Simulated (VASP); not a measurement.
ZrB2:

```
CELL_PARAMETERS angstrom
6.40102 0.00000 0.00000
0.00000 6.40102 0.00000
0.00000 0.00000 2.61118
ATOMIC_POSITIONS crystal
Zr 0.50000 0.50000 0.00000
Zr 0.00000 0.00000 0.50000
B 0.25000 0.75000 0.75000
B 0.75000 0.25000 0.75000
B 0.75000 0.75000 0.25000
B 0.25000 0.25000 0.25000
```

* Program: VASP 6.6.1
* Task: relaxation of cell and atoms
* Functional: PBE
* Potentials or basis: VASP PAW PBE potentials, release 64 (Zr_sv, B)
* Cutoff: 600 eV
* k mesh: 6 × 6 × 14
* Occupations: gaussian, width 0.1 eV
* Spin: no spin polarisation

At the start: pressure -0.3 GPa; volume 17.83 Å³/atom.

Question: How do energy, volume and symmetry change on relaxing?

Answer: Over 3 steps the energy falls by 2.8 meV/atom and the volume is 17.66 Å³/atom (-1.0 %); space group P4_2/nnm (No. 134, to 0.05 Å).

Step by step:
```csv
step,energy change (eV),largest force (eV/Å),pressure (GPa),volume (Å³)
1,0.0000,0.0000,-0.30,106.99
2,-0.0127,0.0000,-0.16,106.46
3,-0.0171,0.0000,0.00,105.95
```

Final structure:
```cif
data_structure
_symmetry_space_group_name_H-M 'P 1'
_symmetry_Int_Tables_number 1
_cell_length_a 6.4374
_cell_length_b 6.4374
_cell_length_c 2.5568
_cell_angle_alpha 90.000
_cell_angle_beta 90.000
_cell_angle_gamma 90.000
_cell_volume 105.95
loop_
_atom_site_label
_atom_site_type_symbol
_atom_site_fract_x
_atom_site_fract_y
_atom_site_fract_z
_atom_site_occupancy
Zr1 Zr 0.50000 0.50000 0.00000 1
Zr2 Zr 0.00000 0.00000 0.50000 1
B1 B 0.25000 0.75000 0.75000 1
B2 B 0.75000 0.25000 0.75000 1
B3 B 0.75000 0.75000 0.25000 1
B4 B 0.25000 0.25000 0.25000 1
```
